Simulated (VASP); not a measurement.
# SiC: single point with r2SCAN

SiC:

```
C Si
1.0
     0.00000    2.03011    2.03011
     2.03011    0.00000    2.03011
     2.03011    2.03011    0.00000
C Si
1 1
Cartesian
  0.0000 0.0000 0.0000
  2.0301 2.0301 2.0301
```

- Program: VASP 6.6.1
- Task: single point
- Functional: r2SCAN
- Potentials or basis: VASP PAW PBE potentials, release 64 (C, Si)
- Cutoff: 520 eV
- k mesh: 18 × 18 × 18
- Occupations: gaussian, width 0.05 eV
- Spin: no spin polarisation

The pressure is -5.7 GPa. The band gap on the k mesh is zero (band 4 reaches 12.36 eV, above the bottom of band 5 at 11.49 eV).

Levels at points of the mesh, in eV from the Fermi level:
```csv
k point,band 1,band 2,band 3,band 4,band 5,band 6,band 7,band 8,band 9
"(0.00, 0.00, 0.00)",-19.29,0.04,0.04,0.04,8.01,9.44,9.44,9.44,13.62
"(0.50, 0.00, 0.00)",-14.03,-11.89,-1.08,-1.08,5.65,5.65,6.43,10.51,16.06
"(0.50, 0.50, 0.00)",-12.22,-10.11,-4.48,-4.48,-0.75,3.05,15.89,15.89,16.30
```

It took 3.8 min on 1 thread of Intel Xeon 8259CL (shared host), peak memory 0.16 GiB.

Caveat: the PAW data sets were made with another functional, which shifts forces and pressure a little.
